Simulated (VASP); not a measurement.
AlN:

```xyz
2
Lattice="0.0000 2.0345 2.0345 2.0345 0.0000 2.0345 2.0345 2.0345 0.0000" Properties=species:S:1:pos:R:3 pbc="T T T"
Al    2.0345    2.0345    2.0345
N     0.0000    0.0000    0.0000
```

| Property | Result |
| --- | --- |
| Program | VASP 6.6.1 |
| Task | relaxation of cell and atoms |
| Functional | PBE0 |
| Potentials or basis | VASP PAW PBE potentials, release 64 (Al, N) |
| Cutoff | 600 eV |
| k mesh | 6 × 6 × 6 |
| Occupations | fermi-dirac, width 0.05 eV |
| Spin | no spin polarisation |

At the start: pressure -7.6 GPa; volume 8.42 Å³/atom.

Q: How do energy, volume and symmetry change on relaxing?

A: Over 3 steps the energy falls by 5.7 meV/atom and the volume is 8.19 Å³/atom (-2.8 %); space group Fm-3m (No. 225, to 0.1 Å) before and after.

The path:
```
step  energy change (eV)  largest force (eV/Å)  pressure (GPa)  volume (Å³)
   1              0.0000                0.0000           -7.59        16.84
   2              0.0015                0.0000            8.86        15.89
   3             -0.0115                0.0000           -0.03        16.37
```

Final structure:
```yaml
crystal:
  lattice:
    - [0.00000, 2.01537, 2.01537]
    - [2.01537, 0.00000, 2.01537]
    - [2.01537, 2.01537, 0.00000]
  atoms:
    - { symbol: Al, position: [0.50000, 0.50000, 0.50000] }
    - { symbol: N, position: [0.00000, 0.00000, 0.00000] }
```

Caveat: the k points lie up to 0.45 Å⁻¹ apart in the final cell; the PAW data sets were made with another functional, which shifts forces and pressure a little.
